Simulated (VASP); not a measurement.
# MnO (zincblende type): electric field gradients with PBE

Crystal: MnO (zincblende type).

```
CELL_PARAMETERS angstrom
0.00000 2.41999 2.41999
2.41999 0.00000 2.41999
2.41999 2.41999 0.00000
ATOMIC_POSITIONS crystal
Mn 0.00000 0.00000 0.00000
O 0.25000 0.25000 0.25000
```

This cell differs from its parent crystal: volume scaled by 1.025.

| Quantity | Value |
| --- | --- |
| Program | VASP 6.6.1 |
| Task | electric field gradients |
| Functional | PBE |
| Potentials or basis | VASP PAW PBE potentials, release 64 (Mn_pv, O) |
| Cutoff | 520 eV |
| k mesh | 14 × 14 × 14 |
| Occupations | fermi-dirac, width 0.05 eV |
| Spin | collinear spin, ferromagnetic start |
| Starting moments | [4.0, 0.0] μB |
| Dipole correction | no |
| Further INCAR settings | ALGO = Normal; EDIFF = 1e-08; NBANDS = 20 |

The pressure is -2.4 GPa. The band gap on the k mesh is zero (filled and empty bands overlap), the net moment is 5.00 μB per cell and the site moments are Mn +4.43; O +0.19 μB. The valence electrons inside the program's atomic spheres are Mn 11.35; O 4.98.

Levels at points of the mesh, in eV from the Fermi level:
Spin up:
```csv
k point,band 8,band 9,band 10,band 11,band 12,band 13,band 14,band 15,band 16,band 17
"(0.00, 0.00, 0.00)",-2.74,-2.74,-1.42,-0.01,-0.01,-0.01,11.85,11.85,11.85,16.80
"(0.50, 0.00, 0.00)",-2.58,-2.58,-2.49,-0.81,-0.81,3.81,5.09,11.34,11.34,14.27
"(0.50, 0.50, 0.00)",-3.20,-2.45,-2.05,-1.77,-1.77,3.69,7.59,9.26,11.45,11.45
```
Spin down:
```csv
k point,band 3,band 4,band 5,band 6,band 7,band 8,band 9,band 10,band 11,band 12
"(0.00, 0.00, 0.00)",-45.70,-18.95,-4.47,-4.47,-4.47,-0.01,1.58,1.58,3.36,3.36
"(0.50, 0.00, 0.00)",-45.71,-18.55,-5.77,-4.31,-4.31,1.42,1.73,1.73,2.71,2.71
"(0.50, 0.50, 0.00)",-45.72,-18.43,-5.78,-4.21,-4.21,0.33,1.65,2.04,2.31,2.31
```

Run time: 7.6 min on 1 thread of AMD EPYC 7R13, with other jobs on the host, peak memory 0.2 GiB.

Caveat: without QUAD_EFG the Cq values of the log hold for a quadrupole moment of 1 mb, not for the nuclei; a cell with one magnetic atom can't hold antiferromagnetic order, which such compounds often take; semilocal functionals often make such compounds metallic where correlation or magnetic order opens a gap, which also shifts bond lengths.
